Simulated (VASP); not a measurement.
Set up this calculation in VASP 6.6.1, as the native input.

```yaml
Task: single point
Functional: PBE
Potentials_or_basis: VASP PAW PBE potentials, release 64 (Mg, F)
Cutoff: 520 eV
k_mesh: 9 × 4 × 1
Occupations: gaussian, width 0.1 eV
Spin: no spin polarisation
Dipole_correction: yes
Further_INCAR_settings: ALGO = Normal; EDIFF = 1e-06; NBANDS = 18
```

The structure of Mg6F lies in POSCAR:

```
Mg6F
1.0
    3.2034417932      0.0000000000      0.0000000000
   -1.6017208966      7.8153198520      0.0000000000
    0.0000000000      0.0000000000     20.9851131634
Mg F
6 1
Direct
    0.8493879956      0.6987759913      0.1906113143
    0.5210014932      0.0420029864      0.2197581863
    0.1926149907      0.3852299814      0.2489050583
    0.3710660944      0.7414803149      0.3283003664
    0.0426232582      0.0834482649      0.3542380799
    0.7128162912      0.4251093731      0.3805132287
    0.7128162912      0.6751093731      0.4820137535
```

These files were run (other wordings do the same):

INCAR

```
SYSTEM = Mg6F
  ALGO = Normal
  DIPOL = 0.5 0.5 0.315
  EDIFF = 1E-6
  ENCUT = 520
  GGA = PE
  IDIPOL = 3
  ISIF = 2
  ISMEAR = 0
  LASPH = .True.
  LCHARG = .True.
  LDIPOL = .True.
  LELF = .True.
  LREAL = .False.
  LVACPOTAV = .True.
  LVHAR = .True.
  LWAVE = .False.
  NBANDS = 18
  NELM = 60
  PREC = Accurate
  SIGMA = 0.1
```

KPOINTS

```
k-points
0
Gamma
  9 4 1
  0 0 0
```

Potentials or basis: VASP PAW PBE potentials, release 64 (Mg, F).

The run is started by

```console
$ cat potpaw_PBE.64/Mg/POTCAR potpaw_PBE.64/F/POTCAR > POTCAR
$ mpirun -np 1 vasp_std > vasp.out
```

It gave:

| Quantity | Value |
| --- | --- |
| Largest force | 2.097 eV/Å |

Caveat: an odd number of electrons without spin polarisation forces a metal; a magnetic or distorted state may lie lower.

Run time: 6.6 min on 1 thread of Intel(R) Xeon(R) Platinum 8488C (Sapphire Rapids), with other jobs on the host, peak memory 0.56 GiB.
